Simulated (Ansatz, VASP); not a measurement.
# Two plane-wave programs on Al3GaN4

INCAR

```
SYSTEM = Al3GaN4
PREC = Accurate ; ENCUT = 520
EDIFF = 1E-6 ; ISMEAR = 0
SIGMA = 0.05 ; LREAL = .False.
LASPH = .True. ; NELM = 60
ALGO = Normal ; ISIF = 2
LWAVE = .False. ; LCHARG = .False.
GGA = PS ; NBANDS = 31
```

Contents of KPOINTS:

```
regular mesh
0
Gamma
  6 6 6
  0 0 0
```

File POSCAR:

```
Al3GaN4
1.0
    4.4511896259      0.2423915143      0.2423915143
    0.2423915143      4.4511896259      0.2423915143
    0.2423915143      0.2423915143      4.4511896259
Al Ga N
3 1 4
Direct
    0.5000000000      0.5000000000      0.0000000000
    0.5000000000      0.0000000000      0.5000000000
    0.0000000000      0.5000000000      0.5000000000
    0.0000000000      0.0000000000      0.0000000000
    0.7447140287      0.7447140287      0.2552859713
    0.7447140287      0.2552859713      0.7447140287
    0.2552859713      0.7447140287      0.7447140287
    0.2552859713      0.2552859713      0.2552859713
```

Input for Ansatz:

```yaml
crystal:
  lattice:
    - [4.4511896259, 0.2423915143, 0.2423915143]
    - [0.2423915143, 4.4511896259, 0.2423915143]
    - [0.2423915143, 0.2423915143, 4.4511896259]
  atoms:
    - { symbol: Al, position: [0.5, 0.5, 0.0] }
    - { symbol: Al, position: [0.5, 0.0, 0.5] }
    - { symbol: Al, position: [0.0, 0.5, 0.5] }
    - { symbol: Ga, position: [0.0, 0.0, 0.0] }
    - { symbol: "N", position: [0.7447140287, 0.7447140287, 0.2552859713] }
    - { symbol: "N", position: [0.7447140287, 0.2552859713, 0.7447140287] }
    - { symbol: "N", position: [0.2552859713, 0.7447140287, 0.7447140287] }
    - { symbol: "N", position: [0.2552859713, 0.2552859713, 0.2552859713] }
basis:
  ecutwfc: 520.0
kpoints:
  mp_grid: { grid: [6, 6, 6] }
hamiltonian:
  xc: pbesol
scf:
  occupations: { method: gaussian, width: 0.05 }
output:
  forces: true
  stress: true
  eigenvalues: true
```

Change from the starting cell: equal engineering shear yz, xz and xy +0.1100, equal normal strain along x, y and z +0.0100.

Alike in both runs: task single point; functional PBEsol; k mesh 6 × 6 × 6; occupations gaussian, width 0.05 eV; no spin polarisation.

```csv
,VASP,Ansatz
version,VASP 6.6.1,Ansatz 0.2.0
potentials or method,"VASP PAW PBE potentials, release 64 (Al, Ga_d, N), cutoff 520 eV","scalar-relativistic, plane waves, PAW"
valence electrons in the cell,42,42
```

```csv
,VASP,Ansatz,Ansatz less VASP
gap on the k mesh at the Fermi level (eV),2.12,2.12,+0.001
least direct gap on the mesh (eV),2.12,2.12,+0.001
pressure (GPa),1.9,1.9,-0.01
"traceless stress, the component that is largest in VASP (GPa)",-18.98,-18.81,+0.166
rms of the force components (eV/Å),0.308,0.304,-0.0041
```

VASP's potentials were made for PBE, not for PBEsol. Atom by atom the forces differ by 0.011 eV/Å (rms over components).
